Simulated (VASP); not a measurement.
# Cu3Au13: single point with PBE

Cu3Au13:

```
Au Cu
1.0
     6.68595    0.08558   -0.06159
     0.08558    6.61055   -0.00785
    -0.06159   -0.00785    6.54410
Au Cu
13 3
Direct
  0.22146 0.45380 0.51434
  0.26104 0.42423 0.99573
  0.72036 0.94137 0.98961
  0.82609 0.48449 0.40120
  0.05198 0.15306 0.22770
  0.20083 0.87988 0.53523
  0.33783 0.01373 0.88679
  0.67513 0.36367 0.03873
  0.73189 0.88848 0.49569
  0.91909 0.63379 0.80549
  0.98780 0.18579 0.73584
  0.45732 0.14577 0.32284
  0.46992 0.67308 0.24548
  0.59405 0.28600 0.65339
  0.50886 0.66138 0.75057
  0.07330 0.75948 0.16139
```

```
Program                : VASP 6.6.1
Task                   : single point
Functional             : PBE
Potentials or basis    : VASP PAW PBE potentials, release 64 (Au, Cu)
Cutoff                 : 520 eV
k mesh                 : 1 × 1 × 1, shifted
Occupations            : fermi-dirac, width 0.05 eV
Spin                   : no spin polarisation
Dipole correction      : no
Further INCAR settings : LREAL = Auto; ALGO = Normal; EDIFF = 1e-06; NBANDS = 102; ISYM = 0
```

```yaml
Pressure: -1.9 GPa
Largest_force: 0.948 eV/Å
Band_gap_on_the_k_mesh: 0.14 eV
```

Forces in eV/Å, atoms in the order of the input:
```
Au   0.768  0.014  0.122
Au  -0.328  0.394 -0.749
Au   0.686  0.075  0.450
Au  -0.165  0.134  0.330
Au  -0.914 -0.220 -0.122
Au  -0.372 -0.546 -0.524
Au   0.078  0.103  0.906
Au   0.540 -0.101 -0.397
Au   0.762  0.356  0.228
Au   0.345 -0.610 -0.119
Au  -0.800  0.129  0.253
Au  -0.207 -0.093 -0.703
Au  -0.062  0.655  0.080
Cu  -0.078 -0.095  0.336
Cu  -0.114 -0.063  0.014
Cu  -0.139 -0.133 -0.106
```

Stress tensor (GPa, compression positive):
```
-0.11 -0.25  2.22
-0.25  1.27  2.08
 2.22  2.08 -6.75
```

Levels at points of the mesh, in eV from the valence-band top:
| k point | band 86 | band 87 | band 88 | band 89 | band 90 | band 91 |
| --- | --- | --- | --- | --- | --- | --- |
| (0.25, 0.25, 0.25) | -1.40 | -1.30 | 0.00 | 0.14 | 0.36 | 0.85 |

It took 100 s on 1 thread of Intel(R) Xeon(R) Platinum 8124M CPU @ 3.00GHz (Skylake/Cascade Lake), on a shared host, peak memory 0.35 GiB.

Caveat: the k points lie up to 0.96 Å⁻¹ apart; spin-orbit coupling is left out, which moves the levels of the heavy elements.
